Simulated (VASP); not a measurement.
A run of VASP 6.6.1 is set up as follows.

INCAR

```
  ALGO = Fast
  EDIFF = 1E-6
  ENCUT = 520
  ISIF = 2
  ISMEAR = 0
  LASPH = True
  LCHARG = False
  LREAL = False
  LWAVE = False
  NBANDS = 26
  NELM = 80
  PREC = Accurate
  SIGMA = 0.15
```

Contents of KPOINTS:

```
k-points
0
Gamma
  12 12 12
```

POSCAR

```
AlCu3
1.0
    3.5890258340      0.0000000000      0.0000000000
    0.0000000000      3.5890258340      0.0000000000
    0.0000000000      0.0000000000      3.5890258340
Al Cu
1 3
Direct
    0.0000000000      0.0000000000      0.0000000000
    0.5000000000      0.4839510768      0.0000000000
    0.5000000000      0.0000000000      0.5000000000
    0.0000000000      0.5160489232      0.5000000000
```

Potentials or basis: VASP PAW LDA potentials, release 64 (Al, Cu).

Launch:

```console
$ cat potpaw_LDA.64/Al/POTCAR potpaw_LDA.64/Cu/POTCAR > POTCAR
$ mpirun -np 1 vasp_std > vasp.out
```

What does it give for the largest force?

0.386 eV/Å.

Predict the band gap on the k mesh.

zero (bands 18 and 19 overlap by 5.72 eV).

Forces on the atoms (eV/Å):
```
Al   0.000  0.000  0.000
Cu   0.000  0.386  0.000
Cu   0.000  0.000  0.000
Cu   0.000 -0.386  0.000
```

Caveat: the cell differs from its parent crystal (atoms displaced along a vibrational mode).
